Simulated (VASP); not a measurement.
# PtS2 (P-3m1) in VASP: notebook, part 2 of 2

VASP 6.6.1. The steps go on from the part before.

## (5) Single point, LDA

This run uses another cell than the first one, of 18.63 Å³/atom, 1.085 times its volume.

INCAR reads:

```
SYSTEM = PtS2
ALGO = Normal
EDIFF = 1E-7
ENCUT = 520
ISIF = 2
ISMEAR = -1
LASPH = .True.
LCHARG = .True.
LELF = .True.
LREAL = .False.
LVHAR = .True.
LWAVE = .False.
NBANDS = 18
NELM = 100
PREC = Accurate
SIGMA = 0.05
```

KPOINTS reads:

```
k-points
0
Gamma
  9 9 5
  0 0 0
```

POSCAR reads:

```
PtS2
1.0
    3.5666655845      0.0000000000      0.0000000000
   -1.7833327923      3.0888230030      0.0000000000
    0.0000000000      0.0000000000      5.0721705089
Pt S
1 2
Direct
    0.0000000000      0.0000000000      0.0000000000
    0.6666666667      0.3333333333      0.7730000000
    0.3333333333      0.6666666667      0.2270000000
```

Potentials or basis: VASP PAW LDA potentials, release 64 (Pt, S).

Started as:

```console
$ cat potpaw_LDA.64/Pt/POTCAR potpaw_LDA.64/S/POTCAR > POTCAR
$ mpirun -np 1 vasp_std > vasp.out
```

OUTCAR:

```text
SYSTEM = PtS2
   EDIFF = 1E-7
   ENCUT = 520
   ISIF = 2
   ISMEAR = -1
   LASPH = .True.
   LREAL = .False.
   NELM = 100
   PREC = Accurate

 ion  position               nearest neighbor table
   1  0.000  0.000  0.000-   2 2.36   3 2.36   2 2.36   3 2.36   2 2.36   3 2.36
   2  0.667  0.333  0.773-   1 2.36   1 2.36   1 2.36
   3  0.333  0.667  0.227-   1 2.36   1 2.36   1 2.36

  LATTYP: Found a hexagonal cell.
 ALAT       =     3.5666655845
 C/A-ratio  =     1.4221043125

  Lattice vectors:

 A1 = (   3.5666655845,   0.0000000000,   0.0000000000)
[... 687 lines left out ...]
     17      14.6840      0.00000
     18      16.7234      0.00000

 [... further k-points ...]
[... 5 lines left out ...]
  --------------------------------------------------------------------------------------
  -------------------------------------------------------------------------------------
  Total        0.0223524      0.0223524      0.4065299     -0.0000000      0.0000000      0.0000000
  in kB        0.6408928      0.6408928     11.6561136     -0.0000000      0.0000000      0.0000000
  external PRESSURE =       4.3126331 kB  Pullay stress =       0.0000000 kB

 VOLUME and BASIS-vectors are now :
 -----------------------------------------------------------------------------
  energy-cutoff  :      520.00
  volume of cell :       55.88
      direct lattice vectors                 reciprocal lattice vectors
     3.566665584  0.000000000  0.000000000     0.280373917  0.161873956  0.000000000
    -1.783332792  3.088823003  0.000000000     0.000000000  0.323747913  0.000000000
     0.000000000  0.000000000  5.072170509     0.000000000  0.000000000  0.197154255

 POSITION                                       TOTAL-FORCE (eV/Angst)
 -----------------------------------------------------------------------------------
      0.00000      0.00000      0.00000        -0.000000      0.000000      0.000000
      1.78333      1.02961      3.92079         0.000000     -0.000000     -0.512519
     -0.00000      2.05922      1.15138        -0.000000      0.000000      0.512519
 -----------------------------------------------------------------------------------
    total drift:                                0.000000     -0.000000      0.000000

  FREE ENERGIE OF THE ION-ELECTRON SYSTEM (eV)
  ---------------------------------------------------
  free  energy   TOTEN  =       -18.1373854245 eV

  energy  without entropy=      -18.1373722465  energy(sigma->0) =      -18.13737884
```

OSZICAR:

```text
N       E                     dE             d eps       ncg     rms          rms(c)
DAV:   1     0.109208365548E+03    0.10921E+03   -0.10315E+04  1824   0.108E+03
DAV:   2    -0.140822921617E+02   -0.12329E+03   -0.11919E+03  2240   0.221E+02
DAV:   3    -0.194847452736E+02   -0.54025E+01   -0.53648E+01  2236   0.464E+01
DAV:   4    -0.195431056799E+02   -0.58360E-01   -0.58331E-01  2364   0.538E+00
DAV:   5    -0.195440380267E+02   -0.93235E-03   -0.93226E-03  2320   0.656E-01    0.192E+01
DAV:   6    -0.184063283866E+02    0.11377E+01   -0.61851E+00  1878   0.239E+01    0.119E+01
DAV:   7    -0.181764768682E+02    0.22985E+00   -0.11680E+00  1848   0.109E+01    0.587E+00
DAV:   8    -0.181410855004E+02    0.35391E-01   -0.69263E-02  2014   0.194E+00    0.104E+00
DAV:   9    -0.181373346755E+02    0.37508E-02   -0.88577E-03  2010   0.910E-01    0.243E-01
DAV:  10    -0.181373843948E+02   -0.49719E-04   -0.12226E-03  2102   0.227E-01    0.102E-01
DAV:  11    -0.181373881074E+02   -0.37126E-05   -0.56958E-05  2254   0.721E-02    0.333E-02
DAV:  12    -0.181373854665E+02    0.26409E-05   -0.94872E-06  2050   0.317E-02    0.634E-03
DAV:  13    -0.181373854245E+02    0.42030E-07   -0.95548E-07  2216   0.663E-03
   1 F= -.18137385E+02 E0= -.18137379E+02  d E =-.131780E-04
```

stdout:

```text
POSCAR found type information on POSCAR PtS
 POSCAR found :  2 types and       3 ions
 scaLAPACK will be used
 LDA part: xc-table for (Slater(with rela. corr.)+CA(PZ))
 , standard interpolation
 POSCAR, INCAR and KPOINTS ok, starting setup
 FFT: planning ... GRIDC
 FFT: planning ... GRID_SOFT
 FFT: planning ... GRID
 WAVECAR not read
 entering main loop
```

Run time: 19 s. Hardware: 1 thread of Intel Xeon 6975P-C (Granite Rapids), shared host; peak memory 0.18 GiB.

Results:

| Quantity | Value |
| --- | --- |
| Free energy | -18.1374 eV |
| Pressure | 0.4 GPa |
| Largest force | 0.513 eV/Å |
| Band gap on the k mesh | 0.89 eV, indirect (least direct gap 0.94 eV) |

Forces on the atoms (eV/Å):
```
Pt   0.000  0.000  0.000
S    0.000  0.000 -0.513
S    0.000  0.000  0.513
```

Levels at points of the mesh, in eV from the valence-band top:
```
           k point  band 8  band 9  band 10  band 11  band 12  band 13  band 14  band 15
(0.00, 0.00, 0.00)   -1.78   -1.12    -1.12    -0.12     2.36     2.36     4.65     5.35
```

Caveat: spin-orbit coupling is left out, which moves the levels of the heavy elements.

## (6) Single point, LDA

This run uses another cell than the first one, of 18.99 Å³/atom, 1.106 times its volume.

INCAR reads:

```
SYSTEM = PtS2
PREC = Accurate
ENCUT = 520
EDIFF = 1E-7
ISMEAR = -1
SIGMA = 0.05
LREAL = .FALSE.
LASPH = .TRUE.
NELM = 100
ALGO = Normal
ISIF = 2
LWAVE = .FALSE.
LCHARG = .FALSE.
GGA = CA
NBANDS = 18
```

KPOINTS reads:

```
Automatic mesh
0
G
  9 9 5
  0 0 0
```

POSCAR reads:

```
PtS2
1.0
    3.5898263996      0.0000000000      0.0000000000
   -1.7949131998      3.1088808573      0.0000000000
    0.0000000000      0.0000000000      5.1051076040
Pt S
1 2
Direct
    0.0000000000      0.0000000000      0.0000000000
    0.6666666667      0.3333333333      0.7730000000
    0.3333333333      0.6666666667      0.2270000000
```

Potentials or basis: VASP PAW LDA potentials, release 64 (Pt, S).

Started as:

```console
$ cat potpaw_LDA.64/Pt/POTCAR potpaw_LDA.64/S/POTCAR > POTCAR
$ mpirun -np 1 vasp_std > vasp.out
```

OUTCAR:

```text
SYSTEM = PtS2
   PREC = Accurate
   ENCUT = 520
   EDIFF = 1E-7
   ISMEAR = -1
   LREAL = .FALSE.
   LASPH = .TRUE.
   NELM = 100
   ISIF = 2
   GGA = CA

 ion  position               nearest neighbor table
   1  0.000  0.000  0.000-   2 2.37   3 2.37   2 2.37   3 2.37   2 2.37   3 2.37
   2  0.667  0.333  0.773-   1 2.37   1 2.37   1 2.37
   3  0.333  0.667  0.227-   1 2.37   1 2.37   1 2.37

  LATTYP: Found a hexagonal cell.
 ALAT       =     3.5898263996
 C/A-ratio  =     1.4221043125

  Lattice vectors:

 A1 = (   3.5898263996,   0.0000000000,   0.0000000000)
 A2 = (  -1.7949131998,   3.1088808573,   0.0000000000)
 A3 = (   0.0000000000,   0.0000000000,   5.1051076040)

Analysis of symmetry for initial positions (statically):
=====================================================================
 Subroutine PRICEL returns:
 Original cell was already a primitive cell.

 Routine SETGRP: Setting up the symmetry group for a
 hexagonal supercell.

 Subroutine GETGRP returns: Found 12 space group operations
 (whereof 12 operations were pure point group operations)
 out of a pool of 24 trial point group operations.

[... 158 lines left out ...]
  ext. energy  EPLUGINS =         0.00000000
  ---------------------------------------------------
  free energy    TOTEN  =       -18.13118203 eV

  energy without entropy =      -18.13116554  energy(sigma->0) =      -18.13117378

 E-fermi :   6.4698     XC(G=0): -10.7168

 val. band max:        6.0594039737   @ k =   0.0000   0.2222   0.2000
 cond. band min:       6.9303247438   @ k =   0.0000   0.3333   0.2000
 fundamental gap:      0.8709207701
 Fermi energy:         6.4698152658

 k-point     1 :       0.0000    0.0000    0.0000
  band No.  band energies     occupation
      1      -9.1123      2.00000
      2      -6.0642      2.00000
      3      -0.6942      2.00000
      4      -0.6942      2.00000
      5      -0.5793      2.00000
      6       2.2651      2.00000
[... 481 lines left out ...]
      5       0.5690      2.00000
      6       1.0661      2.00000
[... 10 lines left out ...]
     17      14.4053      0.00000
     18      16.4182      0.00000

 [... further k-points ...]
[... 5 lines left out ...]
  --------------------------------------------------------------------------------------
  -------------------------------------------------------------------------------------
  Total       -1.1125692     -1.1125692     -0.2655760      0.0000000      0.0000000      0.0000000
  in kB      -31.2863719    -31.2863719     -7.4682175      0.0000000      0.0000000      0.0000000
  external PRESSURE =     -23.3469871 kB  Pullay stress =       0.0000000 kB

 VOLUME and BASIS-vectors are now :
 -----------------------------------------------------------------------------
  energy-cutoff  :      520.00
  volume of cell :       56.97
      direct lattice vectors                 reciprocal lattice vectors
     3.589826400  0.000000000  0.000000000     0.278565003  0.160829579  0.000000000
    -1.794913200  3.108880857  0.000000000     0.000000000  0.321659158  0.000000000
     0.000000000  0.000000000  5.105107604     0.000000000  0.000000000  0.195882257

 POSITION                                       TOTAL-FORCE (eV/Angst)
 -----------------------------------------------------------------------------------
      0.00000      0.00000      0.00000        -0.000000      0.000000      0.000000
      1.79491      1.03629      3.94625         0.000000     -0.000000     -0.243244
     -0.00000      2.07259      1.15886        -0.000000      0.000000      0.243244
 -----------------------------------------------------------------------------------
    total drift:                                0.000000     -0.000000      0.000000

  FREE ENERGIE OF THE ION-ELECTRON SYSTEM (eV)
  ---------------------------------------------------
  free  energy   TOTEN  =       -18.1311820252 eV

  energy  without entropy=      -18.1311655443  energy(sigma->0) =      -18.13117378
```

OSZICAR:

```text
N       E                     dE             d eps       ncg     rms          rms(c)
DAV:   1     0.109555616582E+03    0.10956E+03   -0.10260E+04  1808   0.108E+03
DAV:   2    -0.139071084855E+02   -0.12346E+03   -0.11950E+03  2202   0.221E+02
DAV:   3    -0.194681531211E+02   -0.55610E+01   -0.55183E+01  2284   0.468E+01
DAV:   4    -0.195297121671E+02   -0.61559E-01   -0.61525E-01  2334   0.547E+00
DAV:   5    -0.195307024409E+02   -0.99027E-03   -0.99019E-03  2328   0.678E-01    0.184E+01
DAV:   6    -0.184184773202E+02    0.11122E+01   -0.62707E+00  1880   0.241E+01    0.116E+01
DAV:   7    -0.181685500856E+02    0.24993E+00   -0.11993E+00  1858   0.111E+01    0.570E+00
DAV:   8    -0.181351546722E+02    0.33395E-01   -0.73948E-02  1994   0.191E+00    0.104E+00
DAV:   9    -0.181311511022E+02    0.40036E-02   -0.88513E-03  2030   0.916E-01    0.256E-01
DAV:  10    -0.181311808084E+02   -0.29706E-04   -0.13644E-03  2090   0.233E-01    0.983E-02
DAV:  11    -0.181311847005E+02   -0.38920E-05   -0.57819E-05  2238   0.730E-02    0.335E-02
DAV:  12    -0.181311820007E+02    0.26998E-05   -0.91037E-06  2032   0.311E-02    0.641E-03
DAV:  13    -0.181311820252E+02   -0.24509E-07   -0.94542E-07  2224   0.637E-03
   1 F= -.18131182E+02 E0= -.18131174E+02  d E =-.164809E-04
```

Wall time 16 s (1 thread of Intel Xeon 6975P-C (Granite Rapids), shared host); peak memory 0.18 GiB.

Results:

* Free energy: -18.1312 eV
* Pressure: -2.3 GPa
* Largest force: 0.243 eV/Å
* Band gap on the k mesh: 0.87 eV, indirect (least direct gap 0.92 eV)

Forces in eV/Å, atoms in the order of the input:
```
Pt   0.000  0.000  0.000
S    0.000  0.000 -0.243
S    0.000  0.000  0.243
```

Caveat: spin-orbit coupling is left out, which moves the levels of the heavy elements. A k mesh can miss the band edges.

## (7) The runs side by side

```tsv
cell	gap on the mesh (eV)	pressure (GPa)	largest force (eV/Å)
a = 3.471, b = 3.471, c = 4.936 Å, angles 90.0, 90.0, 120.0°, 3 atoms	0.98	15.2	1.84
a = 3.495, b = 3.495, c = 4.971 Å, angles 90.0, 90.0, 120.0°, 3 atoms	0.95	10.9	1.47
a = 3.519, b = 3.519, c = 5.005 Å, angles 90.0, 90.0, 120.0°, 3 atoms	0.93	7.0	1.12
a = 3.567, b = 3.567, c = 5.072 Å, angles 90.0, 90.0, 120.0°, 3 atoms	0.89	0.4	0.51
a = 3.590, b = 3.590, c = 5.105 Å, angles 90.0, 90.0, 120.0°, 3 atoms	0.87	-2.3	0.24
```

Alike in all rows: task single point; level LDA; potentials or basis VASP PAW LDA potentials, release 64 (Pt, S); no spin polarisation; k mesh 9 × 9 × 5; cutoff (eV) 520; smearing fermi-dirac 0.05 eV.

Caveats: spin-orbit coupling is left out, which moves the levels of the heavy elements; forces of over 1 eV/Å act on the atoms, so gaps and moduli don't describe the material at rest (some runs).

Absolute energies hang on the potentials; compare differences alone.
